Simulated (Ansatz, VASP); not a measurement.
## One calculation of Cu, two programs

The input INCAR:

```
SYSTEM = Cu
PREC = Accurate ; ENCUT = 520
EDIFF = 1E-6 ; ISMEAR = 1
SIGMA = 0.1 ; LREAL = .FALSE.
LASPH = .TRUE. ; NELM = 100
ALGO = Normal ; ISIF = 2
LWAVE = .FALSE. ; LCHARG = .TRUE.
GGA = PS ; LELF = .TRUE.
LVHAR = .TRUE. ; NBANDS = 12
```

The input KPOINTS:

```
regular mesh
0
G
  1 3 1
  0 0 0
```

The input POSCAR:

```
Cu
1.0
   11.5702540000      0.0000000000      0.0000000000
    0.0000000000      2.2382120000      0.0000000000
   -4.5956240000      0.0000000000     21.7433880000
Cu
1
Direct
    0.5000000000      0.5000000000      0.5000000000
```

Input for Ansatz:

```yaml
crystal:
  lattice:
    - [11.570254, 0.0, 0.0]
    - [0.0, 2.238212, 0.0]
    - [-4.595624, 0.0, 21.743388]
  atoms:
    - { symbol: Cu, position: [0.5, 0.5, 0.5] }
basis:
  ecutwfc: 557.833418042754
kpoints:
  mp_grid:
    grid: [1, 3, 1]
hamiltonian:
  xc: pbesol
scf:
  occupations:
    method: cold
output:
  forces: true
  stress: true
```

Alike in both runs: task single point; functional PBEsol; k mesh 1 × 3 × 1; no spin polarisation.

|  | VASP | Ansatz |
| --- | --- | --- |
| version | VASP 6.6.1 | Ansatz 0.2.0 |
| potentials or method | VASP PAW PBE potentials, release 64 (Cu), cutoff 520 eV | plane waves, PAW |
| occupations | methfessel-paxton of order 1, width 0.1 eV | cold |
| valence electrons in the cell | 11 | 19 |

```tsv
	VASP	Ansatz	Ansatz less VASP
pressure (GPa)	0.2	0.2	0.00
traceless stress, the component that is largest in VASP (GPa)	0.43	0.42	-0.011
```

VASP's potentials were made for PBE, not for PBEsol. VASP's potentials hold 11 valence electrons a cell and Ansatz's 19, so a difference there can come from the potentials and not from the codes.

The k mesh is coarse, so the values compare programs but aren't converged.
